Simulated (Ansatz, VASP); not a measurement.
**Two plane-wave programs on Ni**

```
Ni
1.0
     0.00000    1.76598    1.76598
     1.76598    0.00000    1.76598
     1.76598    1.76598    0.00000
Ni
1
Direct
  0.00000 0.00000 0.00000
```

Alike in both runs: task single point; functional PBE; k mesh 13 × 13 × 13; occupations fermi-dirac, width 0.1 eV; collinear spin.

```csv
,VASP,Ansatz
version,VASP 6.6.1,Ansatz 0.2.0
potentials or method,"VASP PAW PBE potentials, release 64 (Ni), cutoff 520 eV","PAW, plane waves, scalar-relativistic"
valence electrons in the cell,10,18
```

Ansatz gave:

```
pressure (GPa)                                                : -1.9
net moment per atom (μB)                                      : 0.63
size of the moment on the site where the two differ most (μB) : 0.67
```

Which values does VASP return?

Pressure (GPa): -1.9; net moment per atom (μB): 0.62; size of the moment on the site where the two differ most (μB): 0.63.

Site moments also hang on the region over which each program counts them. With one functional, cell and mesh, what is left measures potentials, basis and numerics. VASP's potentials hold 10 valence electrons a cell and Ansatz's 18, so a difference there can come from the potentials and not from the codes. Ansatz's warnings: stability check not made.
